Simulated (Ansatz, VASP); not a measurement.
**Two plane-wave programs on AgCl**

Contents of INCAR:

```
SYSTEM = AgCl
PREC = Accurate
ENCUT = 520
EDIFF = 1E-7
ISMEAR = -1
SIGMA = 0.02
LREAL = .FALSE.
LASPH = .TRUE.
NELM = 80
ALGO = Normal
ISIF = 2
LWAVE = .FALSE.
LCHARG = .FALSE.
GGA = PE
NBANDS = 16
```

File KPOINTS:

```
Automatic mesh
0
G
  8 8 8
  0 0 0
```

File POSCAR:

```
AgCl
1.0
    0.0000000000      2.7454519760      2.8044405052
    2.7454519760      0.0000000000      2.8044405052
    2.7454519760      2.7454519760      0.0000000000
Ag Cl
1 1
Direct
    0.0000000000      0.0000000000      0.0000000000
    0.5000000000      0.5000000000      0.5000000000
```

Input for Ansatz:

```yaml
crystal:
  lattice:
    - [0.0, 2.745451976, 2.8044405052]
    - [2.745451976, 0.0, 2.8044405052]
    - [2.745451976, 2.745451976, 0.0]
  atoms:
    - { symbol: Ag, position: [0.0, 0.0, 0.0] }
    - { symbol: Cl, position: [0.5, 0.5, 0.5] }
kpoints:
  mp_grid: { grid: [8, 8, 8] }
  band_path:
    path:
      - [0.0, 0.0, 0.0]
      - [0.5, 0.0, 0.5]
      - [0.625, 0.25, 0.625]
      - [0.375, 0.375, 0.75]
      - [0.5, 0.5, 0.5]
      - [0.5, 0.25, 0.75]
      - [0.0375, 0.0375, 0.075]
      - [0.0, 0.0, 0.5]
    npoints: 1
hamiltonian:
  xc: pbe
scf:
  occupations: { method: fermi_dirac, width: 0.02 }
  n_extra_bands: 4
output:
  forces: true
  stress: true
  eigenvalues: true
  write_density: true
  write_potential: true
  elf: true
  volumetric_format: npy
```

Change from the starting cell: epitaxial_xy strain -1.0%.

Alike in both runs: task single point; functional PBE; k mesh 8 × 8 × 8; occupations fermi-dirac, width 0.02 eV; no spin polarisation.

|  | VASP | Ansatz |
| --- | --- | --- |
| version | VASP 6.6.1 | Ansatz 0.2.0 |
| potentials or method | VASP PAW PBE potentials, release 64 (Ag, Cl) | plane waves, PAW |
| plane-wave cutoff (eV) | 520 | 420 |
| valence electrons in the cell | 18 | 26 |

```csv
,VASP,Ansatz,Ansatz less VASP
gap on the k mesh at the Fermi level (eV),0.84,0.84,+0.003
pressure (GPa),2.0,2.1,+0.14
"traceless stress, the component that is largest in VASP (GPa)",-0.39,-0.40,-0.013
```

VASP's potentials hold 18 valence electrons a cell and Ansatz's 26, so a difference there can come from the potentials and not from the codes.
